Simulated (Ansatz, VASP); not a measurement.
## One calculation of ZrC, two programs

```xyz
2
Lattice="0.0000 2.3737 2.3502 2.3737 0.0000 2.3502 2.3737 2.3737 0.0000" Properties=species:S:1:pos:R:3 pbc="T T T"
Zr    2.3737    2.3737    2.3502
C     0.0000    0.0000    0.0000
```

Change from the starting cell: equal xx and yy strain of +1 %.

Alike in both runs: task single point; functional PBEsol; k mesh 15 × 15 × 15; occupations fermi-dirac, width 0.05 eV; no spin polarisation.

|  | VASP | Ansatz |
| --- | --- | --- |
| version | VASP 6.6.1 | Ansatz 0.2.0 |
| potentials or method | VASP PAW PBE potentials, release 64 (Zr_sv, C), cutoff 520 eV | all-electron LAPW, scalar-relativistic |

VASP gave:

```
pressure (GPa)                                                : -8.4
traceless stress, the component that is largest in VASP (GPa) : 2.19
```

Problem. Estimate Ansatz's values.

Solution. Pressure (GPa): -8.6; traceless stress, the component that is largest in VASP (GPa): 2.17.

VASP's potentials were made for PBE, not for PBEsol. Ansatz ran all-electron here, and VASP with PAW potentials.
